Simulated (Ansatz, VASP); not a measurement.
# TiO2 in VASP and in Ansatz

File INCAR:

```
SYSTEM = TiO2
  ALGO = Normal
  EDIFF = 1E-6
  ENCUT = 520
  GGA = PE
  ISIF = 2
  ISMEAR = 0
  LASPH = .True.
  LCHARG = .True.
  LELF = .True.
  LREAL = .False.
  LVHAR = .True.
  LWAVE = .False.
  NBANDS = 33
  NELM = 60
  PREC = Accurate
  SIGMA = 0.05
```

KPOINTS

```
k-points
0
Gamma
  10 10 10
  0 0 0
```

Contents of POSCAR:

```
TiO2
1.0
   -1.8426229311      1.8426229311      4.9211751310
    1.8426229311     -1.8426229311      4.9211751310
    1.8426229311      1.8426229311     -4.9211751310
Ti O
2 4
Direct
    0.0000000000      0.0000000000      0.0000000000
    0.7500000000      0.2500000000      0.5000000000
    0.2065067269      0.2065067269      0.0000000000
    0.9565067269      0.4565067269      0.5000000000
    0.5434932731      0.0434932731      0.5000000000
    0.7934932731      0.7934932731      0.0000000000
```

Input for Ansatz:

```yaml
crystal:
  lattice:
    - [-1.8426229311, 1.8426229311, 4.921175131]
    - [1.8426229311, -1.8426229311, 4.921175131]
    - [1.8426229311, 1.8426229311, -4.921175131]
  atoms:
    - { symbol: Ti, position: [0.0, 0.0, 0.0] }
    - { symbol: Ti, position: [0.75, 0.25, 0.5] }
    - { symbol: O, position: [0.2065067269, 0.2065067269, 0.0] }
    - { symbol: O, position: [0.9565067269, 0.4565067269, 0.5] }
    - { symbol: O, position: [0.5434932731, 0.0434932731, 0.5] }
    - { symbol: O, position: [0.7934932731, 0.7934932731, 0.0] }
basis:
  ecutwfc: 420
kpoints:
  mp_grid: { grid: [10, 10, 10] }
hamiltonian:
  xc: pbe
scf:
  occupations: { method: gaussian, width: 0.05 }
output:
  forces: true
  stress: true
  eigenvalues: true
```

Change from the starting cell: strain -0.030 along x and y, +0.015 along z, atoms carried along.

Alike in both runs: task single point; functional PBE; k mesh 10 × 10 × 10; occupations gaussian, width 0.05 eV; no spin polarisation.

```csv
,VASP,Ansatz
version,VASP 6.6.1,Ansatz 0.2.0
potentials or method,"VASP PAW PBE potentials, release 64 (Ti_sv, O), cutoff 520 eV","scalar-relativistic, plane waves, PAW"
valence electrons in the cell,48,48
```

|  | VASP | Ansatz | Ansatz less VASP |
| --- | --- | --- | --- |
| gap on the k mesh at the Fermi level (eV) | 2.27 | 2.30 | +0.024 |
| least direct gap on the mesh (eV) | 2.64 | 2.66 | +0.021 |
| pressure (GPa) | 11.6 | 10.9 | -0.78 |
| traceless stress, the component that is largest in VASP (GPa) | -7.37 | -7.22 | +0.149 |
| rms of the force components (eV/Å) | 0.156 | 0.159 | +0.0026 |

Atom by atom the forces differ by 0.003 eV/Å (rms over components). With one functional, cell and mesh, what is left measures potentials, basis and numerics.
